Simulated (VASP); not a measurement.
Slab: MoS2, a slab with vacuum.

```
Mo S
1.0
     3.18402    0.00000    0.00000
    -1.59201    2.75744    0.00000
     0.00000    0.00000   28.38732
Mo S
3 6
Direct
  0.33333 0.66667 0.22816
  0.33333 0.66667 0.77184
  0.66667 0.33333 0.00000
  0.66667 0.33333 0.17349
  0.66667 0.33333 0.71719
  0.33333 0.66667 0.94533
  0.66667 0.33333 0.28281
  0.66667 0.33333 0.82651
  0.33333 0.66667 0.05467
```

Base run:

| Quantity | Value |
| --- | --- |
| Program | VASP 6.6.1 |
| Functional | PBEsol |
| Potentials or basis | VASP PAW PBE potentials, release 64 (Mo_sv, S) |
| Cutoff | 520 eV |
| k mesh | 10 × 10 × 1 |
| Occupations | fermi-dirac, width 0.05 eV |
| Spin | no spin polarisation |

Its results: band gap on the k mesh 1.31 eV, indirect (least direct gap 1.89 eV); largest force 0.147 eV/Å.

Q: The run is repeated on the same cell with these changes: functional from PBEsol to r2SCAN. What comes out?

A: Band gap on the k mesh 1.40 eV, indirect (least direct gap 2.00 eV); largest force 0.020 eV/Å.

Caveats: the PAW data sets were made with another functional, which shifts forces and pressure a little.

A k mesh can miss the band edges.
